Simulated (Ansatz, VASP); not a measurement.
TaN in VASP and in Ansatz

```
Ta N
1.0
     0.00000    2.18742    2.18742
     2.18742    0.00000    2.18742
     2.18742    2.18742    0.00000
Ta N
1 1
Cartesian
  2.1874 2.1874 2.1874
  0.0000 0.0000 0.0000
```

Alike in both runs: task single point; functional PBEsol; k mesh 6 × 6 × 6; occupations gaussian, width 0.1 eV; no spin polarisation.

|  | VASP | Ansatz |
| --- | --- | --- |
| version | VASP 6.6.1 | Ansatz 0.2.0 |
| potentials or method | VASP PAW PBE potentials, release 64 (Ta_sv_GW, N), cutoff 700 eV | scalar-relativistic, plane waves, PAW |
| valence electrons in the cell | 18 | 18 |

```tsv
	VASP	Ansatz	Ansatz less VASP
gap on the k mesh at the Fermi level (eV)	none	none	-
pressure (GPa)	0.7	0.5	-0.25
```

VASP's potentials were made for PBE, not for PBEsol, and Ansatz warns of the same on its side. A gap of «none» marks a metal or a gap that the smearing closes.

The k mesh is coarse, so the values compare programs but aren't converged. Neither program's run includes spin-orbit coupling.
